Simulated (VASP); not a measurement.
# Mo: single point with PBE

Crystal: Mo.

```
Mo
1.0
     0.00000    2.00125    2.00125
     2.00125    0.00000    2.00125
     2.00125    2.00125    0.00000
Mo
1
Direct
  0.00000 0.00000 0.00000
```

```yaml
Program: VASP 6.6.1
Task: single point
Functional: PBE
Potentials_or_basis: VASP PAW PBE potentials, release 64 (Mo_sv)
Cutoff: 500 eV
k_mesh: 8 × 8 × 8
Occupations: gaussian, width 0.1 eV
Spin: no spin polarisation
Dipole_correction: no
Further_INCAR_settings: ALGO = Normal; EDIFF = 1e-06; NBANDS = 13
```

The pressure is 0.4 GPa and the band gap on the k mesh is zero (band 7 reaches 15.77 eV, above the bottom of band 8 at 11.07 eV).

Levels at points of the mesh, in eV from the Fermi level:
| k point | band 5 | band 6 | band 7 | band 8 | band 9 | band 10 |
| --- | --- | --- | --- | --- | --- | --- |
| (0.00, 0.00, 0.00) | -6.71 | -0.68 | -0.68 | -0.68 | 1.99 | 1.99 |
| (0.50, 0.00, 0.00) | -4.57 | -0.86 | -0.86 | 1.58 | 4.05 | 4.05 |
| (0.50, 0.50, 0.00) | -4.92 | -4.24 | 4.01 | 4.05 | 4.64 | 4.64 |

Wall time 3.6 s on 1 thread of Intel(R) Xeon(R) Platinum 8559C (Emerald Rapids) (shared host), peak memory 0.13 GiB.
